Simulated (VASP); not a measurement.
Mg2C, 3 atoms in the cell. It takes space group Fmmm (No. 69, orthorhombic). Conventional cell: a = 3.704 Å, b = 4.402 Å, c = 10.987 Å, α = 90.00°, β = 90.00°, γ = 90.00°. Mg (site symmetry mm2) has 4 C at 2.29 to 2.58 Å and 5 Mg at 2.70 to 2.88 Å within 3.0 Å. Within 3.0 Å of C (site symmetry mmm) lie 8 Mg at 2.29 to 2.58 Å and 4 C at 2.88 Å. 

| Quantity | Value |
| --- | --- |
| Program | VASP 6.6.1 |
| Task | relaxation of cell and atoms |
| Functional | PBE |
| Potentials or basis | VASP PAW PBE potentials, release 64 (Mg, C) |
| Cutoff | 600 eV |
| k mesh | 6 × 6 × 6 |
| Occupations | gaussian, width 0.1 eV |
| Spin | no spin polarisation |
| Dipole correction | no |
| Further INCAR settings | ALGO = Normal; EDIFF = 1e-07; IBRION = 2; EDIFFG = -0.04; NSW = 90; ISIF = 3 |

Potentials or basis: VASP PAW PBE potentials, release 64 (Mg, C).

Command:

```sh
$ cat potpaw_PBE.64/Mg/POTCAR potpaw_PBE.64/C/POTCAR > POTCAR
$ mpirun -np 1 vasp_std > vasp.out
```

Hardware: 1 thread of Oxide Virtual Turin-like Processor, with other jobs on the host.

Problem. Estimate the wall time of this run.

Solution. Run time: 2.9 min on 1 thread of Oxide Virtual Turin-like Processor (shared host), peak memory 0.2 GiB. Counts: scf iterations 48, k points 46, ion steps 6.
